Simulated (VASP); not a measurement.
Write the native input for VASP 6.6.1 that does the following.

```yaml
Task: single point
Functional: r2SCAN
Potentials_or_basis: VASP PAW PBE potentials, release 64 (Na_pv, Cl)
Cutoff: 520 eV
k_mesh: 8 × 8 × 8
Occupations: fermi-dirac, width 0.1 eV
Spin: no spin polarisation
Dipole_correction: no
Further_INCAR_settings: ALGO = Normal; EDIFF = 1e-06; NBANDS = 14
```

NaCl:

```
Na Cl
1.0
     0.00000    2.83759    2.83759
     2.83759    0.00000    2.83759
     2.83759    2.83759    0.00000
Na Cl
1 1
Direct
  0.00000 0.00000 0.00000
  0.50000 0.50000 0.50000
```

These files were run (other wordings do the same):

POSCAR

```
NaCl
1.0
    0.0000000000      2.8375932900      2.8375932900
    2.8375932900      0.0000000000      2.8375932900
    2.8375932900      2.8375932900      0.0000000000
Na Cl
1 1
Direct
    0.0000000000      0.0000000000      0.0000000000
    0.5000000000      0.5000000000      0.5000000000
```

INCAR.step1

```
PREC = Accurate
ENCUT = 520
ISMEAR = -1
SIGMA = 0.1
LREAL = False
LASPH = True
NELM = 80
NBANDS = 14
GGA = PE
ALGO = Normal
EDIFF = 1E-4
LWAVE = True
LCHARG = False
```

INCAR.step2

```
PREC = Accurate
ENCUT = 520
EDIFF = 1E-6
ISMEAR = -1
SIGMA = 0.1
LREAL = False
LASPH = True
NELM = 80
ALGO = Normal
ISIF = 2
LWAVE = False
LCHARG = False
METAGGA = R2SCAN
LMIXTAU = True
NBANDS = 14
ISTART = 1
```

KPOINTS

```
regular mesh
0
Gamma
  8 8 8
```

Potentials or basis: VASP PAW PBE potentials, release 64 (Na_pv, Cl).

Launch:

```bash
$ cat potpaw_PBE.64/Na_pv/POTCAR potpaw_PBE.64/Cl/POTCAR > POTCAR
$ cp INCAR.step1 INCAR
$ mpirun -np 1 vasp_std > vasp.out
$ cp INCAR.step2 INCAR
$ mpirun -np 1 vasp_std > vasp.out
```

It gave:

```
Pressure               : -1.1 GPa
Band gap on the k mesh : 5.85 eV
```

Caveat: the PAW data sets were made with another functional, which shifts forces and pressure a little.

Wall time 110 s on 1 thread of Intel Xeon 8259CL, on a shared host, peak memory 0.17 GiB.
